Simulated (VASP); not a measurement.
# MgO (Fm-3m) in VASP: a series of runs

The runs below take MgO through single point, with LDA.

Program: VASP 6.6.1. These are calculated values, not measurements. Logs are shortened: lines on timing, memory, paths and dates and some standing lists are left out, and cuts for length are marked.

**1. The cell of the first run**

Symmetry: Fm-3m, No. 225, cubic system. The conventional cell has a = 4.220 Å, b = 4.220 Å, c = 4.220 Å, α = 90.00°, β = 90.00°, γ = 90.00°. Mg (site symmetry m-3m) has 6 O at 2.11 Å within 2.8 Å. Within 2.8 Å of O (site symmetry m-3m) lie 6 Mg at 2.11 Å.

**2. Single point, LDA**

Input file INCAR:

```
SYSTEM = MgO
  ALGO = Normal
  EDIFF = 1E-6
  ENCUT = 840
  GGA = CA
  GGA_COMPAT = .FALSE.
  ISIF = 2
  ISMEAR = -1
  LASPH = .TRUE.
  LCHARG = .FALSE.
  LREAL = .FALSE.
  LWAVE = .FALSE.
  NBANDS = 15
  NELM = 120
  PREC = Accurate
  SIGMA = 0.03
```

Input file KPOINTS:

```
k-points
0
G
  8 8 8
  0 0 0
```

Input file POSCAR:

```
MgO
1.0
    0.0000000000      2.1100000000      2.1100000000
    2.1100000000      0.0000000000      2.1100000000
    2.1100000000      2.1100000000      0.0000000000
Mg O
1 1
Direct
    0.0000000000      0.0000000000      0.0000000000
    0.5000000000      0.5000000000      0.5000000000
```

Potentials or basis: VASP PAW LDA potentials, release 64 (Mg_sv, O).

Command:

```bash
cat potpaw_LDA.64/Mg_sv/POTCAR potpaw_LDA.64/O/POTCAR > POTCAR
mpirun -np 1 vasp_std > vasp.out
```

OUTCAR:

```text
SYSTEM = MgO
   EDIFF = 1E-6
   ENCUT = 840
   GGA = CA
   ISIF = 2
   ISMEAR = -1
   LASPH = .TRUE.
   LREAL = .FALSE.
   NELM = 120
   PREC = Accurate

 ion  position               nearest neighbor table
   1  0.000  0.000  0.000-   2 2.11   2 2.11   2 2.11   2 2.11   2 2.11   2 2.11
   2  0.500  0.500  0.500-   1 2.11   1 2.11   1 2.11   1 2.11   1 2.11   1 2.11

  LATTYP: Found a face centered cubic cell.
 ALAT       =     4.2200000000

  Lattice vectors:

 A1 = (   0.0000000000,   2.1100000000,   2.1100000000)
 A2 = (   2.1100000000,   0.0000000000,   2.1100000000)
 A3 = (   2.1100000000,   2.1100000000,   0.0000000000)

Analysis of symmetry for initial positions (statically):
=====================================================================
 Subroutine PRICEL returns:
 Original cell was already a primitive cell.

 Routine SETGRP: Setting up the symmetry group for a
 face centered cubic supercell.

 Subroutine GETGRP returns: Found 48 space group operations
 (whereof 48 operations were pure point group operations)
 out of a pool of 48 trial point group operations.

The static configuration has the point symmetry O_h .

Analysis of symmetry for dynamics (positions and initial velocities):
=====================================================================
 Subroutine PRICEL returns:
 Original cell was already a primitive cell.

 Routine SETGRP: Setting up the symmetry group for a
 face centered cubic supercell.

 Subroutine GETGRP returns: Found 48 space group operations
 (whereof 48 operations were pure point group operations)
 out of a pool of 48 trial point group operations.

The dynamic configuration has the point symmetry O_h .

 Subroutine INISYM returns: Found 48 space group operations
 (whereof 48 operations are pure point group operations),
 and found     1 'primitive' translations

----------------------------------------------------------------------------------------

                                     Primitive cell

  volume of cell :      18.7879

  direct lattice vectors                    reciprocal lattice vectors
     0.000000000  2.110000000  2.110000000    -0.236966825  0.236966825  0.236966825
     2.110000000  0.000000000  2.110000000     0.236966825 -0.236966825  0.236966825
     2.110000000  2.110000000  0.000000000     0.236966825  0.236966825 -0.236966825

  length of vectors
     2.983990617  2.983990617  2.983990617     0.410438580  0.410438580  0.410438580

  position of ions in fractional coordinates (direct lattice)
     0.000000000  0.000000000  0.000000000
     0.500000000  0.500000000  0.500000000

  ion indices of the primitive-cell ions
   primitive index   ion index
                 1           1
                 2           2

----------------------------------------------------------------------------------------

 KPOINTS: k-points

Automatic generation of k-mesh.
 Grid dimensions read from file:
 generate k-points for:    8    8    8

 Generating k-lattice:

  Cartesian coordinates                     Fractional coordinates (reciprocal lattice)
    -0.029620853  0.029620853  0.029620853     0.125000000  0.000000000  0.000000000
     0.029620853 -0.029620853  0.029620853     0.000000000  0.125000000  0.000000000
     0.029620853  0.029620853 -0.029620853     0.000000000  0.000000000  0.125000000

  Length of vectors
     0.051304822  0.051304822  0.051304822

  Shift w.r.t. Gamma in fractional coordinates (k-lattice)
     0.000000000  0.000000000  0.000000000

 Subroutine IBZKPT returns following result:
 ===========================================

 Found     29 irreducible k-points:

 Following reciprocal coordinates:
            Coordinates               Weight
  0.000000  0.000000  0.000000      1.000000
  0.125000  0.000000  0.000000      8.000000
  0.250000  0.000000  0.000000      8.000000
  0.375000  0.000000  0.000000      8.000000
  0.500000  0.000000  0.000000      4.000000
  0.125000  0.125000  0.000000      6.000000
[... 16 lines left out ...]
  0.500000  0.250000  0.125000     48.000000
 -0.375000  0.250000  0.125000     24.000000
 [... further k-points ...]
   k-points           NKPTS =     29   k-points in BZ     NKDIM =     29   number of bands    NBANDS=     15
   number of dos      NEDOS =    301   number of ions     NIONS =      2
   total plane-waves  NPLWV =  21952
   dimension x,y,z NGX =    28 NGY =   28 NGZ =   28
   dimension x,y,z NGXF=    56 NGYF=   56 NGZF=   56
   ions per type =               1   1
   NGX,Y,Z   is equivalent  to a cutoff of  15.60, 15.60, 15.60 a.u.
   NGXF,Y,Z  is equivalent  to a cutoff of  31.20, 31.20, 31.20 a.u.
 SYSTEM =  MgO
   PREC   = accura    normal or accurate (medium, high low for compatibility)
   ISTART =      0    job   : 0-new  1-cont  2-samecut
   ICHARG =      2    charge: 1-file 2-atom 10-const
   ISPIN  =      1    spin polarized calculation?
   LNONCOLLINEAR =      F non collinear calculations
   LSORBIT =      F    spin-orbit coupling
   LASPH  =      T    aspherical Exc in radial PAW
   ENCUT  =  840.0 eV  61.74 Ry    7.86 a.u.   7.05  7.05  7.05*2*pi/ulx,y,z
   NELM   =    120;   NELMIN=  2; NELMDL= -5     # of ELM steps
   EDIFF  = 0.1E-05   stopping-criterion for ELM
   LREAL  =      F    real-space projection
   EDIFFG = 0.1E-04   stopping-criterion for IOM
   NSW    =      0    number of steps for IOM
   IBRION =     -1    ionic relax: 0-MD 1-quasi-New 2-CG
   NFREE  =      0    steps in history (QN), initial steepest desc. (CG)
   ISIF   =      2    stress and relaxation
   ISYM   =      2    0-nonsym 1-usesym 2-fastsym
   POTIM  = 0.5000    time-step for ionic-motion
   TEBEG  =    0.0;   TEEND  =   0.0 temperature during run
   PSTRESS=    0.0 pullay stress
   NELECT =      16.0000    total number of electrons
   NUPDOWN=      -1.0000    fix difference up-down
   EMIN   =  10.00;   EMAX   =-10.00  energy-range for DOS
   EFERMI =   0.00;   METHOD = LEGACY
   ISMEAR =    -1;   SIGMA  =   0.03  broadening in eV -4-tet -1-fermi 0-gaus
   EFERMI_NEDOS =   21; number of points for ismear=-14 and -15
   IALGO  =     38    algorithm
   IMIX   =      4    mixing-type and parameters
     AMIX     =   0.40;   BMIX     =  1.00
     AMIX_MAG =   1.60;   BMIX_MAG =  1.00
  volume/ion in A,a.u.               =       9.39        63.39
  Fermi-wavevector in a.u.,A,eV,Ry     =   1.551752  2.932386 32.761943  2.407935
  Thomas-Fermi vector in A             =   2.656226
   LORBIT       =      0    0 simple, 1 ext, 2 COOP (PROOUT), +10 PAW based schemes
   GGA     = CA    functional components
   LHFCALC =     F    Hartree Fock is set to
   AEXX    =    0.0000 exact exchange contribution
   IVDW    =     0    specifies the selected vdW correction
   LEPSILON=     F    determine dielectric tensor
   LRPA    =     F    only Hartree local field effects (RPA)
 non-spin polarized calculation
  energy-cutoff  :      840.00
  volume of cell :       18.79
 maximum number of plane-waves:      1056
   NGX = 15   NGY = 15   NGZ = 15

 number of electron      15.9999995 magnetization

 Free energy of the ion-electron system (eV)
  ---------------------------------------------------
  ext. energy  EPLUGINS =         0.00000000
  ---------------------------------------------------
  free energy    TOTEN  =       -13.22104523 eV

  energy without entropy =      -13.22104523  energy(sigma->0) =      -13.22104523

 E-fermi :   3.4074     XC(G=0): -11.9039

 val. band max:        2.5395791383   @ k =   0.0000   0.0000   0.0000
 cond. band min:       7.1532504137   @ k =   0.0000   0.0000   0.0000
 fundamental gap:      4.6136712754
 Fermi energy:         3.4073709060

 k-point     1 :       0.0000    0.0000    0.0000
  band No.  band energies     occupation
      1     -68.8160      2.00000
      2     -36.2777      2.00000
      3     -36.2777      2.00000
      4     -36.2777      2.00000
      5     -14.4159      2.00000
      6       2.5396      2.00000
      7       2.5396      2.00000
      8       2.5396      2.00000
      9       7.1533      0.00000
     10      18.0388      0.00000
     11      18.0388      0.00000
     12      18.0388      0.00000
     13      22.0507      0.00000
     14      23.6796      0.00000
     15      23.6796      0.00000

 k-point     2 :       0.1250    0.0000    0.0000
  band No.  band energies     occupation
      1     -68.8144      2.00000
      2     -36.2908      2.00000
      3     -36.2790      2.00000
      4     -36.2790      2.00000
      5     -14.2429      2.00000
      6       1.5778      2.00000
      7       2.4351      2.00000
      8       2.4351      2.00000
      9       8.0596      0.00000
     10      16.3917      0.00000
     11      18.3929      0.00000
     12      18.3929      0.00000
     13      22.6834      0.00000
     14      22.6834      0.00000
     15      24.1310      0.00000

 k-point     3 :       0.2500    0.0000    0.0000
  band No.  band energies     occupation
      1     -68.8113      2.00000
      2     -36.3225      2.00000
      3     -36.2822      2.00000
      4     -36.2822      2.00000
      5     -13.7932      2.00000
      6      -0.1404      2.00000
      7       2.1943      2.00000
      8       2.1943      2.00000
      9       9.4767      0.00000
     10      14.8635      0.00000
     11      18.8645      0.00000
     12      18.8645      0.00000
     13      22.2938      0.00000
     14      22.2938      0.00000
     15      24.1450      0.00000

 k-point     4 :       0.3750    0.0000    0.0000
  band No.  band energies     occupation
      1     -68.8081      2.00000
      2     -36.3537      2.00000
      3     -36.2855      2.00000
      4     -36.2855      2.00000
      5     -13.2844      2.00000
      6      -1.5669      2.00000
      7       1.9679      2.00000
      8       1.9679      2.00000
      9      10.1604      0.00000
     10      14.6675      0.00000
     11      18.6683      0.00000
     12      18.6683      0.00000
     13      23.3785      0.00000
     14      23.5958      0.00000
     15      23.5958      0.00000
[... 307 lines left out ...]
 k-point    22 :       0.3750    0.2500    0.1250
  band No.  band energies     occupation
      1     -68.8090      2.00000
      2     -36.3288      2.00000
      3     -36.2980      2.00000
      4     -36.2871      2.00000
      5     -13.4787      2.00000
      6      -0.4981      2.00000
      7       1.3766      2.00000
      8       1.9176      2.00000
      9      10.8615      0.00000
     10      13.7893      0.00000
     11      17.2757      0.00000
     12      19.7150      0.00000
     13      20.3161      0.00000
     14      24.5942      0.00000
     15      27.9081      0.00000

 k-point    23 :       0.5000    0.2500    0.1250
  band No.  band energies     occupation
      1     -68.8063      2.00000
      2     -36.3452      2.00000
      3     -36.3064      2.00000
      4     -36.2916      2.00000
      5     -13.0839      2.00000
      6      -1.1995      2.00000
      7       0.7975      2.00000
      8       1.6623      2.00000
      9      11.8367      0.00000
     10      13.9578      0.00000
     11      16.1271      0.00000
     12      19.3125      0.00000
     13      21.8719      0.00000
     14      24.5603      0.00000
     15      28.1233      0.00000

 k-point    24 :      -0.3750    0.2500    0.1250
  band No.  band energies     occupation
      1     -68.8052      2.00000
      2     -36.3524      2.00000
      3     -36.3086      2.00000
      4     -36.2942      2.00000
      5     -12.9081      2.00000
      6      -1.4997      2.00000
      7       0.5894      2.00000
      8       1.5417      2.00000
      9      12.0065      0.00000
     10      14.4913      0.00000
     11      15.7036      0.00000
     12      19.0703      0.00000
     13      22.7312      0.00000
     14      24.2123      0.00000
     15      28.2619      0.00000

 [... further k-points ...]

------------------------ aborting loop because EDIFF is reached ----------------------------------------

  FORCE on cell =-STRESS in cart. coord.  units (eV):
  Direction    XX          YY          ZZ          XY          YZ          ZX
  --------------------------------------------------------------------------------------
  -------------------------------------------------------------------------------------
  Total       -0.7483238     -0.7483238     -0.7483238      0.0000000      0.0000000      0.0000000
  in kB      -63.8150046    -63.8150046    -63.8150046      0.0000000      0.0000000      0.0000000
  external PRESSURE =     -63.8150046 kB  Pullay stress =       0.0000000 kB

 VOLUME and BASIS-vectors are now :
 -----------------------------------------------------------------------------
  energy-cutoff  :      840.00
  volume of cell :       18.79
      direct lattice vectors                 reciprocal lattice vectors
     0.000000000  2.110000000  2.110000000    -0.236966825  0.236966825  0.236966825
     2.110000000  0.000000000  2.110000000     0.236966825 -0.236966825  0.236966825
     2.110000000  2.110000000  0.000000000     0.236966825  0.236966825 -0.236966825

 POSITION                                       TOTAL-FORCE (eV/Angst)
 -----------------------------------------------------------------------------------
      0.00000      0.00000      0.00000        -0.000000     -0.000000     -0.000000
      2.11000      2.11000      2.11000         0.000000      0.000000      0.000000
 -----------------------------------------------------------------------------------
    total drift:                                0.000000      0.000000      0.000000

  FREE ENERGIE OF THE ION-ELECTRON SYSTEM (eV)
  ---------------------------------------------------
  free  energy   TOTEN  =       -13.2210452277 eV

  energy  without entropy=      -13.2210452277  energy(sigma->0) =      -13.22104523
```

It took 8.8 s on 1 thread of AMD EPYC 7R13 (Zen 3), shared host; peak memory 0.11 GiB.

Results:

- Free energy: -13.2210 eV
- Pressure: -6.4 GPa
- Band gap on the k mesh: 4.61 eV

Levels at points of the mesh, in eV from the valence-band top:
```csv
k point,band 4,band 5,band 6,band 7,band 8,band 9,band 10,band 11,band 12,band 13
"(0.00, 0.00, 0.00)",-38.82,-16.96,0.00,0.00,0.00,4.61,15.50,15.50,15.50,19.51
"(0.50, 0.00, 0.00)",-38.83,-15.59,-4.67,-0.66,-0.66,7.71,12.35,15.95,15.95,20.54
"(0.50, 0.50, 0.00)",-38.85,-15.36,-4.10,-1.36,-1.36,8.89,9.67,12.84,18.56,18.56
```

Caveat: the cell stands under tension.

**3. Single point, LDA**

Input file INCAR:

```
PREC = Accurate ; ENCUT = 840
EDIFF = 1E-6 ; ISMEAR = -1
SIGMA = 0.003 ; LREAL = F
LASPH = T ; NELM = 120
ALGO = Normal ; ISIF = 2
LWAVE = F ; LCHARG = F
GGA = CA ; NBANDS = 15
GGA_COMPAT = F
```

Input file KPOINTS:

```
regular mesh
0
Gamma
  8 8 8
```

POSCAR is that of step 2.

Potentials or basis: VASP PAW LDA potentials, release 64 (Mg_sv, O).

Command:

```bash
cat potpaw_LDA.64/Mg_sv/POTCAR potpaw_LDA.64/O/POTCAR > POTCAR
mpirun -np 1 vasp_std > vasp.out
```

Run time: 10 s. Hardware: 1 thread of AMD EPYC 7R13 (Zen 3), shared host; peak memory 0.11 GiB.

The run converged. Its results:

| Property | Result |
| --- | --- |
| Free energy | -13.2210 eV |
| Pressure | -6.4 GPa |
| Band gap on the k mesh | 4.61 eV |

Levels at points of the mesh, in eV from the valence-band top:
```tsv
k point	band 5	band 6	band 7	band 8	band 9	band 10	band 11	band 12
(0.00, 0.00, 0.00)	-16.96	0.00	0.00	0.00	4.61	15.50	15.50	15.50
(0.50, 0.00, 0.00)	-15.59	-4.67	-0.66	-0.66	7.71	12.35	15.95	15.95
(0.50, 0.50, 0.00)	-15.36	-4.10	-1.36	-1.36	8.89	9.67	12.84	18.56
```

Caveat: the cell stands under tension.
